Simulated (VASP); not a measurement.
# Se (P3_121) in VASP: single point with r2SCAN

Aim: the single point of Se with r2SCAN.

Everything below comes from runs of VASP 6.6.1. Logs are shortened: lines on timing, memory, paths and dates and some standing lists are left out, and cuts for length are marked.

## 1. The cell of the first run

The structure is trigonal, space group P3_121 (No. 152). Conventional cell: a = 4.366 Å, b = 4.366 Å, c = 4.954 Å, α = 90.00°, β = 90.00°, γ = 120.00°. Within 3.1 Å of Se (site symmetry 2) lie 2 Se at 2.37 Å.

## 2. Single point, r2SCAN

File POSCAR:

```
Se
1.0
    4.3661999070      0.0000000000      0.0000000000
   -2.1830999535      3.7812400374      0.0000000000
    0.0000000000      0.0000000000      4.9535998944
Se
3
Direct
    0.2254000000      0.0000000000      0.8333333333
    0.0000000000      0.2254000000      0.1666666667
    0.7746000000      0.7746000000      0.5000000000
```

File INCAR.step1:

```
PREC     = Accurate       # precision mode
ENCUT    = 520            # plane-wave cutoff, eV
ISMEAR   = 0              # smearing method
SIGMA    = 0.05           # smearing width, eV
LREAL    = False          # projectors in reciprocal space
LASPH    = True           # aspherical terms in the spheres
NELM     = 100            # most SCF steps
NBANDS   = 16             # bands
GGA      = PE             # functional
ALGO     = Normal         # electronic algorithm
EDIFF    = 1E-4           # SCF threshold, eV
LWAVE    = True           # write WAVECAR
LCHARG   = False          # write CHGCAR
```

File INCAR.step2:

```
PREC     = Accurate       # precision mode
ENCUT    = 520            # plane-wave cutoff, eV
EDIFF    = 1E-7           # SCF threshold, eV
ISMEAR   = 0              # smearing method
SIGMA    = 0.05           # smearing width, eV
LREAL    = False          # projectors in reciprocal space
LASPH    = True           # aspherical terms in the spheres
NELM     = 100            # most SCF steps
ALGO     = Normal         # electronic algorithm
ISIF     = 2              # what is computed and relaxed
LWAVE    = False          # write WAVECAR
LCHARG   = False          # write CHGCAR
METAGGA  = R2SCAN         # meta-GGA
LMIXTAU  = True         
NBANDS   = 16             # bands
ISTART   = 1
```

File KPOINTS:

```
regular mesh
0
Gamma
  10 10 8
```

Potentials or basis: VASP PAW PBE potentials, release 64 (Se).

Run with:

```console
$ cat potpaw_PBE.64/Se/POTCAR > POTCAR
$ cp INCAR.step1 INCAR
$ mpirun -np 1 vasp_std > vasp.out
$ cp INCAR.step2 INCAR
$ mpirun -np 1 vasp_std > vasp.out
```

OUTCAR:

```text
PREC = Accurate
   ENCUT = 520
   EDIFF = 1E-7
   ISMEAR = 0
   LREAL = False
   LASPH = True
   NELM = 100
   ISIF = 2
   METAGGA = R2SCAN
   ISTART = 1

 ion  position               nearest neighbor table
   1  0.225  0.000  0.833-   3 2.37   2 2.37
   2  0.000  0.225  0.167-   3 2.37   1 2.37
   3  0.775  0.775  0.500-   2 2.37   1 2.37

  LATTYP: Found a hexagonal cell.
 ALAT       =     4.3661999070
 C/A-ratio  =     1.1345334616

  Lattice vectors:

 A1 = (   4.3661999070,   0.0000000000,   0.0000000000)
 A2 = (  -2.1830999535,   3.7812400374,   0.0000000000)
 A3 = (   0.0000000000,   0.0000000000,   4.9535998944)

Analysis of symmetry for initial positions (statically):
=====================================================================
 Subroutine PRICEL returns:
 Original cell was already a primitive cell.

 Routine SETGRP: Setting up the symmetry group for a
 hexagonal supercell.

 Subroutine GETGRP returns: Found  6 space group operations
 (whereof  2 operations were pure point group operations)
 out of a pool of 24 trial point group operations.

The static configuration has the point symmetry C_2 .
 The point group associated with its full space group is D_3 .

Analysis of symmetry for dynamics (positions and initial velocities):
=====================================================================
 Subroutine PRICEL returns:
 Original cell was already a primitive cell.

 Routine SETGRP: Setting up the symmetry group for a
 hexagonal supercell.

 Subroutine GETGRP returns: Found  6 space group operations
 (whereof  2 operations were pure point group operations)
 out of a pool of 24 trial point group operations.

The dynamic configuration has the point symmetry C_2 .
 The point group associated with its full space group is D_3 .

 Subroutine INISYM returns: Found  6 space group operations
 (whereof  2 operations are pure point group operations),
 and found     1 'primitive' translations

----------------------------------------------------------------------------------------

                                     Primitive cell

  volume of cell :      81.7822

  direct lattice vectors                    reciprocal lattice vectors
     4.366199907  0.000000000  0.000000000     0.229032115  0.132231753  0.000000000
    -2.183099954  3.781240037  0.000000000     0.000000000  0.264463507  0.000000000
     0.000000000  0.000000000  4.953599894     0.000000000  0.000000000  0.201873389

  length of vectors
     4.366199907  4.366199907  4.953599894     0.264463507  0.264463507  0.201873389

  position of ions in fractional coordinates (direct lattice)
     0.225400000  0.000000000  0.833333333
     0.000000000  0.225400000  0.166666667
     0.774600000  0.774600000  0.500000000

  ion indices of the primitive-cell ions
   primitive index   ion index
                 1           1
                 2           2
                 3           3

----------------------------------------------------------------------------------------

 KPOINTS: regular mesh

Automatic generation of k-mesh.
 Grid dimensions read from file:
 generate k-points for:   10   10    8

 Generating k-lattice:

  Cartesian coordinates                     Fractional coordinates (reciprocal lattice)
     0.022903212  0.013223175  0.000000000     0.100000000  0.000000000  0.000000000
     0.000000000  0.026446351  0.000000000     0.000000000  0.100000000  0.000000000
     0.000000000  0.000000000  0.025234174     0.000000000  0.000000000  0.125000000

  Length of vectors
     0.026446351  0.026446351  0.025234174

  Shift w.r.t. Gamma in fractional coordinates (k-lattice)
     0.000000000  0.000000000  0.000000000

 Subroutine IBZKPT returns following result:
 ===========================================

 Found     94 irreducible k-points:

 Following reciprocal coordinates:
            Coordinates               Weight
  0.000000  0.000000  0.000000      1.000000
  0.100000  0.000000  0.000000      6.000000
  0.200000  0.000000  0.000000      6.000000
  0.300000 -0.000000  0.000000      6.000000
  0.400000  0.000000  0.000000      6.000000
  0.500000 -0.000000  0.000000      3.000000
[... 16 lines left out ...]
  0.000000  0.400000  0.125000      6.000000
  0.500000 -0.000000  0.125000      6.000000
 [... further k-points ...]
   k-points           NKPTS =     94   k-points in BZ     NKDIM =     94   number of bands    NBANDS=     16
   number of dos      NEDOS =    301   number of ions     NIONS =      3
   total plane-waves  NPLWV =  40960
   dimension x,y,z NGX =    32 NGY =   32 NGZ =   40
   dimension x,y,z NGXF=    64 NGYF=   64 NGZF=   80
   ions per type =               3
   NGX,Y,Z   is equivalent  to a cutoff of  12.18, 12.18, 13.42 a.u.
   NGXF,Y,Z  is equivalent  to a cutoff of  24.37, 24.37, 26.85 a.u.
 SYSTEM =  unknown system
   PREC   = accura    normal or accurate (medium, high low for compatibility)
   ISTART =      1    job   : 0-new  1-cont  2-samecut
   ICHARG =      0    charge: 1-file 2-atom 10-const
   ISPIN  =      1    spin polarized calculation?
   LNONCOLLINEAR =      F non collinear calculations
   LSORBIT =      F    spin-orbit coupling
   LASPH  =      T    aspherical Exc in radial PAW
   ENCUT  =  520.0 eV  38.22 Ry    6.18 a.u.   8.12  8.12  9.21*2*pi/ulx,y,z
   NELM   =    100;   NELMIN=  2; NELMDL=  0     # of ELM steps
   EDIFF  = 0.1E-06   stopping-criterion for ELM
   LREAL  =      F    real-space projection
   EDIFFG = 0.1E-05   stopping-criterion for IOM
   NSW    =      0    number of steps for IOM
   IBRION =     -1    ionic relax: 0-MD 1-quasi-New 2-CG
   NFREE  =      0    steps in history (QN), initial steepest desc. (CG)
   ISIF   =      2    stress and relaxation
   ISYM   =      2    0-nonsym 1-usesym 2-fastsym
   POTIM  = 0.5000    time-step for ionic-motion
   TEBEG  =    0.0;   TEEND  =   0.0 temperature during run
   PSTRESS=    0.0 pullay stress
   NELECT =      18.0000    total number of electrons
   NUPDOWN=      -1.0000    fix difference up-down
   EMIN   =  10.00;   EMAX   =-10.00  energy-range for DOS
   EFERMI =   0.00;   METHOD = LEGACY
   ISMEAR =     0;   SIGMA  =   0.05  broadening in eV -4-tet -1-fermi 0-gaus
   EFERMI_NEDOS =   21; number of points for ismear=-14 and -15
   IALGO  =     38    algorithm
   IMIX   =      4    mixing-type and parameters
     AMIX     =   0.40;   BMIX     =  1.00
     AMIX_MAG =   1.60;   BMIX_MAG =  1.00
  volume/ion in A,a.u.               =      27.26       183.96
  Fermi-wavevector in a.u.,A,eV,Ry     =   0.988430  1.867863 13.292818  0.976995
  Thomas-Fermi vector in A             =   2.119956
   LORBIT       =      0    0 simple, 1 ext, 2 COOP (PROOUT), +10 PAW based schemes
   METAGGA = R2SCAN    functional components
   LHFCALC =     F    Hartree Fock is set to
   AEXX    =    0.0000 exact exchange contribution
   IVDW    =     0    specifies the selected vdW correction
   LEPSILON=     F    determine dielectric tensor
   LRPA    =     F    only Hartree local field effects (RPA)
 non-spin polarized calculation
 Gauss-broadening in eV      SIGMA  =   0.05
  energy-cutoff  :      520.00
  volume of cell :       81.78
 maximum number of plane-waves:      2216
   NGX = 17   NGY = 17   NGZ = 19

 number of electron      18.0000001 magnetization

 Free energy of the ion-electron system (eV)
  ---------------------------------------------------
  ext. energy  EPLUGINS =         0.00000000
  ---------------------------------------------------
  free energy    TOTEN  =       -42.91198034 eV

  energy without entropy =      -42.91198034  energy(sigma->0) =      -42.91198034

 E-fermi :   2.6190     XC(G=0):  -9.2776

 val. band max:        2.4218024009   @ k =   0.5000  -0.0000   0.5000
 cond. band min:       3.7752919644   @ k =   0.3000   0.3000   0.5000
 fundamental gap:      1.3534895635
 Fermi energy:         2.6189505522

 k-point     1 :       0.0000    0.0000    0.0000
  band No.  band energies     occupation
      1     -14.0921      2.00000
      2      -9.7392      2.00000
      3      -9.7392      2.00000
      4      -1.5777      2.00000
      5      -1.5777      2.00000
      6      -1.4788      2.00000
[... 8 lines left out ...]
     15       9.3396      0.00000
     16      11.3242      0.00000

 k-point     2 :       0.1000    0.0000    0.0000
  band No.  band energies     occupation
      1     -14.0514      2.00000
      2      -9.7764      2.00000
      3      -9.7351      2.00000
      4      -1.9625      2.00000
      5      -1.7233      2.00000
      6      -1.3175      2.00000
[... 8 lines left out ...]
     15       9.8127      0.00000
     16      11.2765      0.00000

 k-point     3 :       0.2000    0.0000    0.0000
  band No.  band energies     occupation
      1     -13.9394      2.00000
      2      -9.8852      2.00000
      3      -9.7240      2.00000
      4      -2.4296      2.00000
      5      -1.9943      2.00000
      6      -1.2994      2.00000
[... 8 lines left out ...]
     15      10.5816      0.00000
     16      11.4835      0.00000

 k-point     4 :       0.3000   -0.0000    0.0000
  band No.  band energies     occupation
      1     -13.7875      2.00000
      2     -10.0444      2.00000
      3      -9.7098      2.00000
      4      -2.7531      2.00000
      5      -2.2444      2.00000
      6      -1.3234      2.00000
[... 8 lines left out ...]
     15      11.2896      0.00000
     16      12.2055      0.00000

 k-point     5 :       0.4000    0.0000    0.0000
  band No.  band energies     occupation
      1     -13.6508      2.00000
      2     -10.1960      2.00000
      3      -9.6979      2.00000
      4      -2.9024      2.00000
      5      -2.4199      2.00000
      6      -1.2628      2.00000
[... 8 lines left out ...]
     15      12.0571      0.00000
     16      12.9676      0.00000

 k-point     6 :       0.5000   -0.0000    0.0000
  band No.  band energies     occupation
      1     -13.5945      2.00000
      2     -10.2601      2.00000
      3      -9.6933      2.00000
      4      -2.9375      2.00000
      5      -2.4853      2.00000
      6      -1.1628      2.00000
[... 8 lines left out ...]
     15      12.6743      0.00000
     16      12.7484      0.00000
[... 267 lines left out ...]
 k-point    21 :       0.0000    0.3000    0.1250
  band No.  band energies     occupation
      1     -13.7119      2.00000
      2     -10.6464      2.00000
      3      -9.1472      2.00000
      4      -2.7609      2.00000
      5      -2.4855      2.00000
      6      -1.2957      2.00000
[... 8 lines left out ...]
     15      11.3637      0.00000
     16      12.3051      0.00000

 k-point    22 :       0.4000    0.0000    0.1250
  band No.  band energies     occupation
      1     -13.5790      2.00000
      2     -10.6420      2.00000
      3      -9.3234      2.00000
      4      -2.8505      2.00000
      5      -2.5309      2.00000
      6      -1.1275      2.00000
[... 8 lines left out ...]
     15      11.8834      0.00000
     16      12.3297      0.00000

 k-point    23 :       0.0000    0.4000    0.1250
  band No.  band energies     occupation
      1     -13.5770      2.00000
      2     -10.6758      2.00000
      3      -9.2687      2.00000
      4      -2.9062      2.00000
      5      -2.6689      2.00000
      6      -1.3423      2.00000
[... 8 lines left out ...]
     15      12.2708      0.00000
     16      12.8842      0.00000

 k-point    24 :       0.5000   -0.0000    0.1250
  band No.  band energies     occupation
      1     -13.5226      2.00000
      2     -10.6770      2.00000
      3      -9.3400      2.00000
      4      -2.8899      2.00000
      5      -2.7112      2.00000
      6      -1.2638      2.00000
[... 8 lines left out ...]
     15      12.7262      0.00000
     16      12.8251      0.00000

 [... further k-points ...]

------------------------ aborting loop because EDIFF is reached ----------------------------------------

  FORCE on cell =-STRESS in cart. coord.  units (eV):
  Direction    XX          YY          ZZ          XY          YZ          ZX
  --------------------------------------------------------------------------------------
  -------------------------------------------------------------------------------------
  Total        0.5299351      0.5299351      0.9553443      0.0000000      0.0000000     -0.0000000
  in kB       10.3818435     10.3818435     18.7159437      0.0000000      0.0000000     -0.0000000
  external PRESSURE =      13.1598769 kB  Pullay stress =       0.0000000 kB

 VOLUME and BASIS-vectors are now :
 -----------------------------------------------------------------------------
  energy-cutoff  :      520.00
  volume of cell :       81.78
      direct lattice vectors                 reciprocal lattice vectors
     4.366199907  0.000000000  0.000000000     0.229032115  0.132231753  0.000000000
    -2.183099954  3.781240037  0.000000000     0.000000000  0.264463507  0.000000000
     0.000000000  0.000000000  4.953599894     0.000000000  0.000000000  0.201873389

 POSITION                                       TOTAL-FORCE (eV/Angst)
 -----------------------------------------------------------------------------------
      0.98414      0.00000      4.12800         0.056092      0.000000     -0.000000
     -0.49207      0.85229      0.82560        -0.028046      0.048577      0.000000
      1.69103      2.92895      2.47680        -0.028046     -0.048577      0.000000
 -----------------------------------------------------------------------------------
    total drift:                               -0.000000     -0.000000     -0.000000

  FREE ENERGIE OF THE ION-ELECTRON SYSTEM (eV)
  ---------------------------------------------------
  free  energy   TOTEN  =       -42.9119803371 eV

  energy  without entropy=      -42.9119803370  energy(sigma->0) =      -42.91198034
```

Run time: 6.6 min. Hardware: 1 thread of Oxide Virtual Turin-like, shared host; peak memory 0.23 GiB.

What came out:

```yaml
Free_energy: -42.9120 eV
Pressure: 1.3 GPa
Largest_force: 0.056 eV/Å
Band_gap_on_the_k_mesh: 1.35 eV (least direct gap 1.58 eV)
```

Forces on the atoms (eV/Å):
```
Se   0.056  0.000  0.000
Se  -0.028  0.049  0.000
Se  -0.028 -0.049  0.000
```

Levels at points of the mesh, in eV from the valence-band top:
```tsv
k point	band 7	band 8	band 9	band 10	band 11	band 12
(0.00, 0.00, 0.00)	-2.17	-2.17	-0.48	2.11	2.11	2.38
(0.50, 0.00, 0.00)	-2.99	-1.88	-1.08	2.16	2.56	4.36
(0.00, 0.00, 0.50)	-1.62	-1.62	-1.23	1.44	1.44	1.44
(0.50, 0.00, 0.50)	-1.98	-1.45	0.00	1.85	2.92	3.19
```

Caveat: the PAW data sets were made with another functional, which shifts forces and pressure a little.
